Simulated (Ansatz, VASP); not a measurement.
GaAs in VASP and in Ansatz

```
Ga As
1.0
     0.00000    2.62691    2.62691
     2.62691    0.00000    2.62691
     2.62691    2.62691    0.00000
Ga As
1 1
Direct
  0.00000 0.00000 0.00000
  0.25000 0.25000 0.25000
```

Change from the starting cell: volume scaled by 0.8, PAW files, core large.

Alike in both runs: task single point; functional PBEsol; k mesh 11 × 11 × 11; occupations fermi-dirac, width 0.08 eV; no spin polarisation.

|  | VASP | Ansatz |
| --- | --- | --- |
| version | VASP 6.6.1 | Ansatz 0.2.0 |
| potentials or method | VASP PAW PBE potentials, release 64 (Ga_d, As) | PAW with other files of Ansatz's library (core large), scalar-relativistic |
| plane-wave cutoff (eV) | 520 | 420 |
| valence electrons in the cell | 18 | 28 |

```tsv
	VASP	Ansatz	Ansatz less VASP
pressure (GPa)	26.1	25.7	-0.39
```

VASP's potentials were made for PBE, not for PBEsol. With one functional, cell and mesh, what is left measures potentials, basis and numerics. VASP's potentials hold 18 valence electrons a cell and Ansatz's 28, so a difference there can come from the potentials and not from the codes. Ansatz's warnings: datasets by core.
